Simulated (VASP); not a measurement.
A run of VASP 6.6.1:

INCAR

```
  PREC = Accurate
  ENCUT = 520
  EDIFF = 1E-6
  ISMEAR = 0
  SIGMA = 0.1
  LREAL = F
  LASPH = T
  NELM = 60
  ALGO = Fast
  ISIF = 2
  LWAVE = F
  LCHARG = F
  GGA = PE
  IVDW = 12
  NBANDS = 18
```

Contents of KPOINTS:

```
regular mesh
0
Gamma
  18 18 10
```

POSCAR

```
Cu
1.0
    2.5204857621      0.0000000000      0.0000000000
   -1.2602428810      2.1828046998      0.0000000000
    0.0000000000      0.0000000000      4.1160119731
Cu
2
Direct
    0.3333333333      0.6666666667      0.2500000000
    0.6666666667      0.3333333333      0.7500000000
```

Potentials or basis: VASP PAW PBE potentials, release 64 (Cu).

Launch:

```console
$ cat potpaw_PBE.64/Cu/POTCAR > POTCAR
$ mpirun -np 1 vasp_std > vasp.out
```

Hardware: 1 thread of Intel(R) Xeon(R) 6975P-C (Granite Rapids), on a shared host.

How long does it take, and how much memory?

It took 45 s on 1 thread of Intel(R) Xeon(R) 6975P-C (Granite Rapids) (shared host), peak memory 0.2 GiB. Counts: scf iterations 14, k points 222.
